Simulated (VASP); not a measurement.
Set up this calculation in VASP 6.6.1, as the native input.

```yaml
Task: single point
Functional: PBEsol
Potentials_or_basis: VASP PAW PBE potentials, release 64 (C, W_sv, H)
Cutoff: 520 eV
k_mesh: 12 × 12 × 1
Occupations: gaussian, width 0.1 eV
Spin: no spin polarisation
Dipole_correction: yes
Further_INCAR_settings: ALGO = Normal; EDIFF = 1e-06; NBANDS = 36
```

The structure of HW3C3 lies in POSCAR:

```
HW3C3
1.0
    2.8984136670      0.0000000000      0.0000000000
   -1.4492068335      2.5100998663      0.0000000000
    0.0000000000      0.0000000000     26.0690297590
C W H
3 3 1
Direct
    0.6666666667      0.3333333333      0.3260573976
    0.6666666667      0.3333333333      0.4345237245
    0.6668067655      0.3336135311      0.5435329187
    0.0000000000      0.0000000000      0.3802905610
    0.0000741099      0.0001482199      0.4884178254
    0.0001381019      0.0002762037      0.5959851117
    0.3333106731      0.6666213463      0.6360774760
```

The input as run:

INCAR

```
ALGO = Normal
DIPOL = 0.5 0.5 0.486
EDIFF = 1E-6
ENCUT = 520
GGA = PS
IDIPOL = 3
ISIF = 2
ISMEAR = 0
LASPH = True
LCHARG = False
LDIPOL = True
LREAL = False
LWAVE = False
NBANDS = 36
NELM = 60
PREC = Accurate
SIGMA = 0.1
```

KPOINTS

```
k-points
0
Gamma
  12 12 1
```

Potentials or basis: VASP PAW PBE potentials, release 64 (C, W_sv, H).

Run with:

```sh
$ cat potpaw_PBE.64/C/POTCAR potpaw_PBE.64/W_sv/POTCAR potpaw_PBE.64/H/POTCAR > POTCAR
$ mpirun -np 1 vasp_std > vasp.out
```

Results of the run:

```yaml
Largest_force: 6.049 eV/Å
```

Caveat: the PAW data sets were made with another functional, which shifts forces and pressure a little.

Run time: 12 min on 1 thread of AMD EPYC 7R13 Processor (Zen 3), with other jobs on the host, peak memory 0.44 GiB.
